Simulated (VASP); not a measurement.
CO2, 12 atoms in the cell. Symmetry: Pbca, No. 61, orthorhombic system. Conventional cell: a = 5.619 Å, b = 6.188 Å, c = 6.188 Å, α = 90.00°, β = 90.00°, γ = 90.00°. Within 1.6 Å of C (site symmetry -1) lie 2 O at 1.16 Å. O (site symmetry 1) has 1 C at 1.16 Å within 1.6 Å.  This cell differs from its parent crystal: volume 17.932 Å^3 an atom, c/a of the conventional cell 0.9080.

```yaml
Program: VASP 6.6.1
Task: single point
Functional: PBE
Potentials_or_basis: VASP PAW PBE potentials, release 64 (C, O)
Cutoff: 520 eV
k_mesh: 4 × 4 × 4
Occupations: gaussian, width 0.05 eV
Spin: no spin polarisation
Dipole_correction: no
Further_INCAR_settings: ALGO = Normal; EDIFF = 1e-07; NBANDS = 44
```

Potentials or basis: VASP PAW PBE potentials, release 64 (C, O).

The run is started by

```sh
$ cat potpaw_PBE.64/C/POTCAR potpaw_PBE.64/O/POTCAR > POTCAR
$ mpirun -np 1 vasp_std > vasp.out
```

Hardware: 1 thread of Oxide Virtual Turin-like Processor, with other jobs on the host.

Task: How long does it take, and how much memory?

Result: Wall time 5.1 min on 1 thread of Oxide Virtual Turin-like Processor (shared host), peak memory 0.36 GiB. Counts: scf iterations 14, k points 27.
